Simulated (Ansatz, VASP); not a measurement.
One calculation of Al3Cu, two programs

```
Al Cu
1.0
     2.77378    0.00000    0.00000
     0.00000    2.77378    0.00000
     0.00000    0.00000    7.59186
Al Cu
3 1
Direct
  0.00000 0.00000 0.50000
  0.50000 0.50000 0.22264
  0.50000 0.50000 0.77736
  0.00000 0.00000 0.97366
```

Alike in both runs: task single point; functional r2SCAN; k mesh 18 × 18 × 6; occupations gaussian, width 0.15 eV; no spin polarisation.

|  | VASP | Ansatz |
| --- | --- | --- |
| version | VASP 6.6.1 | Ansatz 0.2.0 |
| potentials or method | VASP PAW PBE potentials, release 64 (Al, Cu), cutoff 520 eV | scalar-relativistic, plane waves, PAW |
| valence electrons in the cell | 20 | 28 |

Ansatz gave:

```
gap on the k mesh at the Fermi level (eV)                     : none
pressure (GPa)                                                : 1.2
traceless stress, the component that is largest in VASP (GPa) : -0.49
rms of the force components (eV/Å)                            : 0.446
```

What did VASP give for the same quantities?

gap on the k mesh at the Fermi level (eV): none; pressure (GPa): 1.0; traceless stress, the component that is largest in VASP (GPa): -0.49; rms of the force components (eV/Å): 0.447.

VASP's potentials were made for PBE, not for r2SCAN. Atom by atom the forces differ by 0.007 eV/Å (rms over components). A gap of «none» marks a metal or a gap that the smearing closes. With one functional, cell and mesh, what is left measures potentials, basis and numerics. VASP's potentials hold 20 valence electrons a cell and Ansatz's 28, so a difference there can come from the potentials and not from the codes.
